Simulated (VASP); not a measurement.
A run of VASP 6.6.1:

INCAR

```
SYSTEM = BAs
PREC = Accurate
ENCUT = 520
EDIFF = 1E-6
ISMEAR = -1
SIGMA = 0.02
LREAL = .False.
LASPH = .True.
NELM = 100
ALGO = Normal
ISIF = 2
LWAVE = .False.
LCHARG = .False.
GGA = PE
NBANDS = 11
```

KPOINTS

```
Automatic mesh
0
Gamma
  10 10 10
  0 0 0
```

Contents of POSCAR:

```
BAs
1.0
    0.0000000000      2.3918677353      2.3918677353
    2.3918677353      0.0000000000      2.3918677353
    2.3918677353      2.3918677353      0.0000000000
B As
1 1
Direct
    0.0000000000      0.0000000000      0.0000000000
    0.2500000000      0.2500000000      0.2500000000
```

Potentials or basis: VASP PAW PBE potentials, release 64 (B, As).

Command:

```console
$ cat potpaw_PBE.64/B/POTCAR potpaw_PBE.64/As/POTCAR > POTCAR
$ mpirun -np 1 vasp_std > vasp.out
```

Hardware: 1 thread of Intel(R) Xeon(R) Platinum 8259CL CPU @ 2.50GHz (Skylake/Cascade Lake), on a shared host.

Problem. How long does it take, and how much memory?

Solution. Run time: 26 s on 1 thread of Intel(R) Xeon(R) Platinum 8259CL CPU @ 2.50GHz (Skylake/Cascade Lake), with other jobs on the host, peak memory 0.16 GiB. Counts: scf iterations 12, k points 47.
